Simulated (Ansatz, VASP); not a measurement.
# One calculation of Ag, two programs

```xyz
2
Lattice="2.9300 0.0000 0.0000 -1.4650 2.5375 0.0000 0.0000 0.0000 4.7900" Properties=species:S:1:pos:R:3 pbc="T T T"
Ag    0.0000    1.6916    1.1975
Ag    1.4650    0.8458    3.5925
```

Alike in both runs: task single point; functional PBE; k mesh 14 × 14 × 8; occupations fermi-dirac, width 0.05 eV; no spin polarisation.

|  | VASP | Ansatz |
| --- | --- | --- |
| version | VASP 6.6.1 | Ansatz 0.2.0 |
| potentials or method | VASP PAW PBE potentials, release 64 (Ag), cutoff 520 eV | all-electron LAPW, non-relativistic |

```tsv
	VASP	Ansatz	Ansatz less VASP
pressure (GPa)	0.4	7.1	+6.76
traceless stress, the component that is largest in VASP (GPa)	-0.28	-0.33	-0.056
```

One of these differences is far larger than is usual between the two programs; its cause wasn't traced. Ansatz ran all-electron here, and VASP with PAW potentials.
